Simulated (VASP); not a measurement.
# LiF (Fm-3m) in VASP: notebook

The runs below take LiF through G0W0 quasiparticle levels, with r2SCAN, PBE.

All numbers are computed with VASP 6.6.1; they aren't measurements. Logs are shortened: lines on timing, memory, paths and dates and some standing lists are left out, and cuts for length are marked.

### Step 1. The cell of the first run

Symmetry: Fm-3m, No. 225, cubic system. Conventional cell: a = 3.990 Å, b = 3.990 Å, c = 3.990 Å, α = 90.00°, β = 90.00°, γ = 90.00°. Within 2.6 Å of Li (site symmetry m-3m) lie 6 F at 1.99 Å. F (site symmetry m-3m) has 6 Li at 1.99 Å within 2.6 Å.

### Step 2. G0W0 quasiparticle levels, r2SCAN

Input file POSCAR:

```
LiF
1.0
    0.0000000000      1.9948717404      1.9948717404
    1.9948717404      0.0000000000      1.9948717404
    1.9948717404      1.9948717404      0.0000000000
Li F
1 1
Direct
    0.0000000000      0.0000000000      0.0000000000
    0.5000000000      0.5000000000      0.5000000000
```

Input file INCAR.step1:

```
PREC = Accurate
ENCUT = 500
EDIFF = 1E-8
ISMEAR = 0
SIGMA = 0.01
LREAL = False
LASPH = True
NELM = 100
ALGO = Normal
LWAVE = True
LCHARG = False
METAGGA = R2SCAN
LMIXTAU = True
```

Input file INCAR.step2:

```
PREC = Accurate
ENCUT = 500
EDIFF = 1E-8
ISMEAR = 0
SIGMA = 0.01
LREAL = False
LASPH = True
NELM = 1
ALGO = Exact
LWAVE = True
LCHARG = False
METAGGA = R2SCAN
LMIXTAU = True
NBANDS = 63
LOPTICS = True
ISTART = 1
```

Input file INCAR.step3:

```
PREC = Accurate
ENCUT = 500
EDIFF = 1E-8
ISMEAR = 0
SIGMA = 0.01
LREAL = False
LASPH = True
ALGO = EVGW0
LWAVE = False
LCHARG = False
METAGGA = R2SCAN
LMIXTAU = True
NELMGW = 1
NBANDS = 63
ENCUTGW = 140.0
NOMEGA = 96
PRECFOCK = Fast
ISTART = 1
NBANDSGW = 12
OMEGAMAX = 20
```

Input file KPOINTS:

```
Automatic mesh
0
Gamma
  6 6 6
```

Potentials or basis: VASP PAW PBE potentials, release 64 (Li_GW, F_GW).

Started as:

```bash
cat potpaw_PBE.64/Li_GW/POTCAR potpaw_PBE.64/F_GW/POTCAR > POTCAR
cp INCAR.step1 INCAR
mpirun -np 1 vasp_std > vasp.out
cp INCAR.step2 INCAR
mpirun -np 1 vasp_std > vasp.out
cp INCAR.step3 INCAR
mpirun -np 1 vasp_std > vasp.out
```

OUTCAR:

```text
PREC = Accurate
   ENCUT = 500
   EDIFF = 1E-8
   ISMEAR = 0
   LREAL = False
   LASPH = True
   METAGGA = R2SCAN
   NELMGW = 1
   ENCUTGW = 140.0
   PRECFOCK = Fast
   ISTART = 1

 ion  position               nearest neighbor table
   1  0.000  0.000  0.000-   2 1.99   2 1.99   2 1.99   2 1.99   2 1.99   2 1.99
   2  0.500  0.500  0.500-   1 1.99   1 1.99   1 1.99   1 1.99   1 1.99   1 1.99

  LATTYP: Found a face centered cubic cell.
 ALAT       =     3.9897434808

  Lattice vectors:

 A1 = (   0.0000000000,   1.9948717404,   1.9948717404)
 A2 = (   1.9948717404,   0.0000000000,   1.9948717404)
 A3 = (   1.9948717404,   1.9948717404,   0.0000000000)

Analysis of symmetry for initial positions (statically):
=====================================================================
 Subroutine PRICEL returns:
 Original cell was already a primitive cell.

 Routine SETGRP: Setting up the symmetry group for a
 face centered cubic supercell.

 Subroutine GETGRP returns: Found 48 space group operations
 (whereof 48 operations were pure point group operations)
 out of a pool of 48 trial point group operations.

The static configuration has the point symmetry O_h .

Analysis of symmetry for dynamics (positions and initial velocities):
=====================================================================
 Subroutine PRICEL returns:
 Original cell was already a primitive cell.

 Routine SETGRP: Setting up the symmetry group for a
 face centered cubic supercell.

 Subroutine GETGRP returns: Found 48 space group operations
 (whereof 48 operations were pure point group operations)
 out of a pool of 48 trial point group operations.

The dynamic configuration has the point symmetry O_h .

 Subroutine INISYM returns: Found 48 space group operations
 (whereof 48 operations are pure point group operations),
 and found     1 'primitive' translations

----------------------------------------------------------------------------------------

                                     Primitive cell

  volume of cell :      15.8772

  direct lattice vectors                    reciprocal lattice vectors
     0.000000000  1.994871740  1.994871740    -0.250642680  0.250642680  0.250642680
     1.994871740  0.000000000  1.994871740     0.250642680 -0.250642680  0.250642680
     1.994871740  1.994871740  0.000000000     0.250642680  0.250642680 -0.250642680

  length of vectors
     2.821174670  2.821174670  2.821174670     0.434125857  0.434125857  0.434125857

  position of ions in fractional coordinates (direct lattice)
     0.000000000  0.000000000  0.000000000
     0.500000000  0.500000000  0.500000000

  ion indices of the primitive-cell ions
   primitive index   ion index
                 1           1
                 2           2

----------------------------------------------------------------------------------------

 KPOINTS: Automatic mesh

Automatic generation of k-mesh.
 Grid dimensions read from file:
 generate k-points for:    6    6    6

 Generating k-lattice:

  Cartesian coordinates                     Fractional coordinates (reciprocal lattice)
    -0.041773780  0.041773780  0.041773780     0.166666667  0.000000000  0.000000000
     0.041773780 -0.041773780  0.041773780     0.000000000  0.166666667  0.000000000
     0.041773780  0.041773780 -0.041773780     0.000000000  0.000000000  0.166666667

  Length of vectors
     0.072354309  0.072354309  0.072354309

  Shift w.r.t. Gamma in fractional coordinates (k-lattice)
     0.000000000  0.000000000  0.000000000

 Subroutine IBZKPT returns following result:
 ===========================================

 Found     16 irreducible k-points:

 Following reciprocal coordinates:
            Coordinates               Weight
  0.000000  0.000000  0.000000      1.000000
  0.166667  0.000000  0.000000      8.000000
  0.333333  0.000000  0.000000      8.000000
  0.500000  0.000000  0.000000      4.000000
  0.166667  0.166667  0.000000      6.000000
  0.333333  0.166667  0.000000     24.000000
[... 8 lines left out ...]
 -0.333333  0.333333  0.166667     24.000000
 -0.333333  0.500000  0.166667     12.000000
   k-points           NKPTS =     16   k-points in BZ     NKDIM =    216   number of bands    NBANDS=     63
   number of dos      NEDOS =    301   number of ions     NIONS =      2
   total plane-waves  NPLWV =  13824
   dimension x,y,z NGX =    24 NGY =   24 NGZ =   24
   dimension x,y,z NGXF=    48 NGYF=   48 NGZF=   48
   ions per type =               1   1
   NGX,Y,Z   is equivalent  to a cutoff of  14.14, 14.14, 14.14 a.u.
   NGXF,Y,Z  is equivalent  to a cutoff of  28.29, 28.29, 28.29 a.u.
 SYSTEM =  unknown system
   PREC   = accura    normal or accurate (medium, high low for compatibility)
   ISTART =      1    job   : 0-new  1-cont  2-samecut
   ICHARG =      0    charge: 1-file 2-atom 10-const
   ISPIN  =      1    spin polarized calculation?
   LNONCOLLINEAR =      F non collinear calculations
   LSORBIT =      F    spin-orbit coupling
   LASPH  =      T    aspherical Exc in radial PAW
   ENCUT  =  500.0 eV  36.75 Ry    6.06 a.u.   5.14  5.14  5.14*2*pi/ulx,y,z
   NELM   =     60;   NELMIN=  2; NELMDL=  0     # of ELM steps
   EDIFF  = 0.1E-07   stopping-criterion for ELM
   LREAL  =      F    real-space projection
   EDIFFG = 0.1E-06   stopping-criterion for IOM
   NSW    =      0    number of steps for IOM
   IBRION =     -1    ionic relax: 0-MD 1-quasi-New 2-CG
   NFREE  =      0    steps in history (QN), initial steepest desc. (CG)
   ISIF   =      0    stress and relaxation
   ISYM   =      3    0-nonsym 1-usesym 2-fastsym
   POTIM  = 0.5000    time-step for ionic-motion
   TEBEG  =    0.0;   TEEND  =   0.0 temperature during run
   PSTRESS=    0.0 pullay stress
   NELECT =       8.0000    total number of electrons
   NUPDOWN=      -1.0000    fix difference up-down
   EMIN   =  10.00;   EMAX   =-10.00  energy-range for DOS
   EFERMI =   0.00;   METHOD = LEGACY
   ISMEAR =     0;   SIGMA  =   0.01  broadening in eV -4-tet -1-fermi 0-gaus
   EFERMI_NEDOS =   21; number of points for ismear=-14 and -15
   IALGO  =     38    algorithm
   IMIX   =      4    mixing-type and parameters
     AMIX     =   0.40;   BMIX     =  1.00
     AMIX_MAG =   1.60;   BMIX_MAG =  1.00
  volume/ion in A,a.u.               =       7.94        53.57
  Fermi-wavevector in a.u.,A,eV,Ry     =   1.302706  2.461758 23.089682  1.697044
  Thomas-Fermi vector in A             =   2.433757
   LORBIT       =      0    0 simple, 1 ext, 2 COOP (PROOUT), +10 PAW based schemes
   METAGGA = R2SCAN    functional components
   LHFCALC =     T    Hartree Fock is set to
   PRECFOCK=fast      Normal, Fast or Accurate (Low or Medium for compatibility)
   ENCUT4O =  -1.0   cutoff for four orbital integrals eV
   NKREDX  =     1    reduce k-point grid by
   NKREDY  =     1    reduce k-point grid by
   NKREDZ  =     1    reduce k-point grid by
   AEXX    =    1.0000 exact exchange contribution
   HFSCREEN=    0.0000 screening length (either q_TF or 0.3 A-1)
   HFSCREENC=   0.0000 screening length for correlation (either q_TF or 0.3 A-1)
   ENCUTFOCK=  -1.0 apply spherical cutoff to Coloumb kernel
   IVDW    =     0    specifies the selected vdW correction
   LEPSILON=     F    determine dielectric tensor
   LRPA    =     F    only Hartree local field effects (RPA)
   LRPAFORCE           =     F    calculate RPA forces
   ENCUTGW             = 140.0    cutoff for response function in eV
   ENCUTGWSOFT         = 112.0    soft cutoff for Coulomb kernel in GW response function in eV
   ENCUTLF             =  -1.0    cutoff for local field effects
   NELMGW              =     1    number of iterations in solving QP/BSE equation
   NELMHF              =     1    number of iterations in the inner HF iteration
   NKREDLFX            =     1    NKREDLFY  =   1   NKREDLFZ  =   1
 non-spin polarized calculation
 Gauss-broadening in eV      SIGMA  =   0.01
  energy-cutoff  :      500.00
  volume of cell :       15.88
 maximum number of plane-waves:       419
 NGX is ok and might be reduce to    24
  NGX = 12; NGY = 12; NGZ = 12
   NGX = 11   NGY = 11   NGZ = 11
 maximum number of plane-waves:        70

 QP shifts <psi_nk| G(iteration)W_0 |psi_nk>: iteration 1
 for sc-GW calculations column KS-energies equals QP-energies in previous step
 and V_xc(KS)=  KS-energies - (<T + V_ion + V_H > + <T+V_H+V_ion>^1  + <V_x>^1)

 k-point   1 :       0.0000    0.0000    0.0000
  band No.  KS-energies  QP-energies   sigma(KS)   V_xc(KS)     V^pw_x(r,r')   Z            occupation Imag(sigma)

      1     -24.9585     -27.7097     -28.0514     -24.3276     -36.6636       0.7388       2.0000       0.9242
      2      -3.7214      -5.9286     -26.3434     -23.6932     -30.7459       0.8328       2.0000       0.0354
      3      -3.7214      -5.9286     -26.3434     -23.6932     -30.7459       0.8328       2.0000       0.0354
      4      -3.7214      -5.9286     -26.3434     -23.6932     -30.7459       0.8328       2.0000       0.0354
      5       6.5732       8.1415      -8.3195     -10.0726      -5.3552       0.8946       0.0000      -0.0337
      6      22.1554      23.5697      -6.2525      -7.8604      -2.6484       0.8796       0.0000      -0.0862
      7      22.1554      23.5697      -6.2525      -7.8604      -2.6484       0.8796       0.0000      -0.0862
      8      22.1554      23.5697      -6.2525      -7.8604      -2.6484       0.8796       0.0000      -0.0862
      9      22.1800      24.1005      -5.2475      -7.4476      -1.5251       0.8729       0.0000      -0.0802
     10      22.1800      24.1005      -5.2475      -7.4476      -1.5251       0.8729       0.0000      -0.0802
     11      22.1800      24.1005      -5.2475      -7.4476      -1.5251       0.8729       0.0000      -0.0802
     12      25.3056      25.9151      -5.3543      -6.0734      -1.0557       0.8475       0.0000      -0.3563

 k-point   2 :       0.1667    0.0000    0.0000
  band No.  KS-energies  QP-energies   sigma(KS)   V_xc(KS)     V^pw_x(r,r')   Z            occupation Imag(sigma)
[... 225 lines left out ...]
      1     -24.2097     -27.0317     -29.0197     -25.2866     -37.4896       0.7559       2.0000       0.7923
      2      -6.3770      -9.1035     -23.1186     -19.8189     -27.3073       0.8263       2.0000       0.0396
      3      -5.3481      -7.8896     -24.3321     -21.2628     -28.6070       0.8280       2.0000       0.0386
      4      -4.6183      -7.0222     -25.3645     -22.4610     -29.7277       0.8279       2.0000       0.0380
      5      12.6168      14.8617     -10.2355     -12.8066      -7.2275       0.8732       0.0000      -0.0383
      6      13.0683      14.9064      -8.2086     -10.2853      -5.0997       0.8851       0.0000      -0.0368
      7      15.2807      17.0382      -6.3337      -8.3126      -2.9364       0.8881       0.0000      -0.0442
      8      17.4610      19.3812      -7.4087      -9.6129      -3.9658       0.8711       0.0000      -0.0443
      9      21.9959      23.6416      -6.3127      -8.2243      -2.5429       0.8609       0.0000      -0.0871
     10      29.8985      31.2792      -5.8723      -7.4593      -1.7593       0.8700       0.0000      -0.4101
     11      32.3798      34.6505      -8.0886     -10.5313      -3.8279       0.9296       0.0000      -0.7839
     12      36.7311      39.1230      -8.3249     -10.8593      -3.9595       0.9438       0.0000      -0.9402
```

Wall time 1.9 min (1 thread of Intel Xeon 6975P-C (Granite Rapids), shared host); peak memory 0.28 GiB.

What came out:

- Quasiparticle gap: 14.07 eV
- Least direct quasiparticle gap: 14.07 eV
- Band gap of the starting levels on the mesh: 10.29 eV
- Least direct gap of the starting levels on the mesh: 10.29 eV

Caveat: the k points lie up to 0.45 Å⁻¹ apart; bands, screening cutoff and mesh are small and nothing is extrapolated, so the quasiparticle values aren't converged.

### Step 3. G0W0 quasiparticle levels, PBE

POSCAR is that of step 2.

Input file INCAR.step1:

```
ALGO = Normal
EDIFF = 1E-8
ENCUT = 500
GGA = PE
ISMEAR = 0
LASPH = True
LCHARG = False
LREAL = False
LWAVE = True
NELM = 60
PREC = Accurate
SIGMA = 0.01
```

Input file INCAR.step2:

```
ALGO = Exact
EDIFF = 1E-8
ENCUT = 500
GGA = PE
ISMEAR = 0
ISTART = 1
LASPH = True
LCHARG = False
LOPTICS = True
LREAL = False
LWAVE = True
NBANDS = 113
NELM = 1
PREC = Accurate
SIGMA = 0.01
```

Input file INCAR.step3:

```
ALGO = EVGW0
EDIFF = 1E-8
ENCUT = 500
ENCUTGW = 200
GGA = PE
ISMEAR = 0
ISTART = 1
LASPH = True
LCHARG = False
LREAL = False
LWAVE = False
NBANDS = 113
NBANDSGW = 12
NELMGW = 1
NOMEGA = 96
OMEGAMAX = 20
PREC = Accurate
PRECFOCK = Fast
SIGMA = 0.01
```

Input file KPOINTS:

```
k-points
0
Gamma
  6 6 6
```

Potentials or basis: VASP PAW PBE potentials, release 64 (Li_GW, F_GW).

Started as:

```bash
cat potpaw_PBE.64/Li_GW/POTCAR potpaw_PBE.64/F_GW/POTCAR > POTCAR
cp INCAR.step1 INCAR
mpirun -np 1 vasp_std > vasp.out
cp INCAR.step2 INCAR
mpirun -np 1 vasp_std > vasp.out
cp INCAR.step3 INCAR
mpirun -np 1 vasp_std > vasp.out
```

OUTCAR:

```text
EDIFF = 1E-8
   ENCUT = 500
   ENCUTGW = 200
   GGA = PE
   ISMEAR = 0
   ISTART = 1
   LASPH = True
   LREAL = False
   NELMGW = 1
   PREC = Accurate
   PRECFOCK = Fast

 ion  position               nearest neighbor table
   1  0.000  0.000  0.000-   2 1.99   2 1.99   2 1.99   2 1.99   2 1.99   2 1.99
[... 192 lines left out ...]
      2      -3.0932      -5.8394     -26.2752     -22.9322     -30.7126       0.8215       2.0000       0.0441
      3      -3.0932      -5.8394     -26.2752     -22.9322     -30.7126       0.8215       2.0000       0.0441
      4      -3.0932      -5.8394     -26.2752     -22.9322     -30.7126       0.8215       2.0000       0.0441
      5       6.2174       7.9256      -8.5827     -10.5129      -5.5192       0.8851       0.0000      -0.0408
      6      21.2304      23.7714      -5.5468      -8.5003      -1.5829       0.8603       0.0000      -0.0912
      7      21.2304      23.7714      -5.5468      -8.5003      -1.5829       0.8603       0.0000      -0.0912
      8      21.2304      23.7714      -5.5468      -8.5003      -1.5829       0.8603       0.0000      -0.0912
      9      21.5198      23.2170      -6.5361      -8.4852      -2.6606       0.8707       0.0000      -0.1129
     10      21.5198      23.2170      -6.5361      -8.4852      -2.6606       0.8707       0.0000      -0.1129
     11      21.5198      23.2170      -6.5361      -8.4852      -2.6606       0.8707       0.0000      -0.1129
     12      24.7228      25.5827      -5.6692      -6.7085      -1.0960       0.8275       0.0000      -0.4608
[... 228 lines left out ...]
      1     -22.4322     -26.3899     -28.7250     -23.2947     -37.3995       0.7288       2.0000       0.8305
      2      -5.7678      -8.9376     -22.8348     -18.8958     -27.0733       0.8047       2.0000       0.0564
      3      -4.7267      -7.7618     -24.1333     -20.3926     -28.4477       0.8114       2.0000       0.0518
      4      -3.9802      -6.9036     -25.2551     -21.6534     -29.6570       0.8117       2.0000       0.0494
      5      12.0462      14.5338     -10.7145     -13.5856      -7.4980       0.8664       0.0000      -0.0423
      6      12.5445      14.6159      -8.6233     -10.9915      -5.3104       0.8746       0.0000      -0.0416
      7      14.6235      16.7577      -6.5649      -8.9962      -2.9643       0.8778       0.0000      -0.0482
      8      16.7242      19.0346      -7.7424     -10.4344      -4.0507       0.8582       0.0000      -0.0491
      9      21.2145      23.2566      -6.5803      -8.9848      -2.5417       0.8493       0.0000      -0.1084
     10      29.0295      30.9325      -6.1584      -8.3345      -1.7597       0.8745       0.0000      -0.5047
     11      31.4394      34.3842      -8.3791     -11.4259      -3.8136       0.9665       0.0000      -0.9629
     12      35.5877      38.5654      -8.6396     -11.9130      -3.9142       0.9097       0.0000      -1.0565
```

OUTCAR.step1:

```text
EDIFF = 1E-8
   ENCUT = 500
   GGA = PE
   ISMEAR = 0
   LASPH = True
[... 386 lines left out ...]
 -----------------------------------------------------------------------------------
      0.00000      0.00000      0.00000        -0.000000     -0.000000      0.000000
      1.99487      1.99487      1.99487         0.000000      0.000000      0.000000
 -----------------------------------------------------------------------------------
    total drift:                               -0.000000     -0.000000      0.000000

  FREE ENERGIE OF THE ION-ELECTRON SYSTEM (eV)
  ---------------------------------------------------
  free  energy   TOTEN  =        -9.6032710326 eV

  energy  without entropy=       -9.6032710326  energy(sigma->0) =       -9.60327103
```

OUTCAR.step2:

```text
EDIFF = 1E-8
   ENCUT = 500
   GGA = PE
   ISMEAR = 0
[... 849 lines left out ...]
  --------------------------------------------------------------------------------------------------------------
     0.00000     2.05894     2.05894     2.05894     0.00000     0.00000    -0.00000
     2.77751     2.09449     2.09449     2.09449     0.00000     0.00000    -0.00000
     5.55501     2.22787     2.22787     2.22787     0.00000     0.00000    -0.00000
     8.33252     2.64483     2.64483     2.64483     0.00000     0.00000    -0.00000
    11.11002     2.59718     2.59718     2.59718     0.00000     0.00000    -0.00000
    13.88753     1.32398     1.32398     1.32398     0.00000    -0.00000     0.00000
[... 92 lines left out ...]
   272.19556     0.99101     0.99101     0.99101    -0.00000    -0.00000    -0.00000
   274.97306     0.99121     0.99121     0.99121    -0.00000    -0.00000    -0.00000
```

It took 96 s on 1 thread of Intel Xeon 6975P-C (Granite Rapids), shared host; peak memory 0.4 GiB.

Results:

| Quantity | Value |
| --- | --- |
| Quasiparticle gap | 13.77 eV |
| Least direct quasiparticle gap | 13.77 eV |
| Band gap of the starting levels on the mesh | 9.31 eV |
| Least direct gap of the starting levels on the mesh | 9.31 eV |

Caveat: the k points lie up to 0.45 Å⁻¹ apart; bands, screening cutoff and mesh are small and nothing is extrapolated, so the quasiparticle values aren't converged.

(Continued in part 2 of 2.)
